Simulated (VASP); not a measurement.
Hf3Br2:

```
Hf Br
1.0
     4.40767    0.00000    0.00000
    -2.20384    3.81716    0.00000
     0.00000    0.00000    6.85762
Hf Br
3 2
Direct
  0.00000 0.00000 0.00000
  0.33333 0.66667 0.64500
  0.66667 0.33333 0.35500
  0.33333 0.66667 0.24500
  0.66667 0.33333 0.75500
```

- Program: VASP 6.6.1
- Task: relaxation of cell and atoms
- Functional: PBE
- Potentials or basis: VASP PAW PBE potentials, release 64 (Hf_pv, Br)
- Cutoff: 600 eV
- k mesh: 6 × 6 × 4
- Occupations: gaussian, width 0.1 eV
- Spin: no spin polarisation

At the start: pressure -0.1 GPa; volume 23.08 Å³/atom.

How do energy, volume and symmetry change on relaxing?

Over 9 steps the energy falls by 16.6 meV/atom; space group P-3m1 (No. 164, to 0.1 Å) before and after.

The path:
| step | energy change (eV) | largest force (eV/Å) | pressure (GPa) | volume (Å³) |
| --- | --- | --- | --- | --- |
| 1 | 0.0000 | 0.5329 | -0.11 | 115.38 |
| 2 | -0.0286 | 0.3899 | -0.02 | 115.11 |
| 3 | -0.0697 | 0.2008 | 0.34 | 114.29 |
| 4 | -0.0701 | 0.2003 | 0.40 | 114.19 |
| 5 | -0.0754 | 0.1533 | -0.51 | 115.68 |
| 6 | -0.0754 | 0.1553 | -0.48 | 115.62 |
| 7 | -0.0801 | 0.0734 | -0.15 | 115.34 |
| 8 | -0.0812 | 0.0205 | 0.12 | 115.13 |
| 9 | -0.0832 | 0.0174 | 0.07 | 115.33 |

Final structure:
```
Hf Br
1.0
     4.44488    0.00000    0.00000
    -2.22244    3.84938    0.00000
     0.00000    0.00000    6.74028
Hf Br
3 2
Direct
  0.00000 0.00000 0.00000
  0.33333 0.66667 0.66233
  0.66667 0.33333 0.33767
  0.33333 0.66667 0.25796
  0.66667 0.33333 0.74204
```
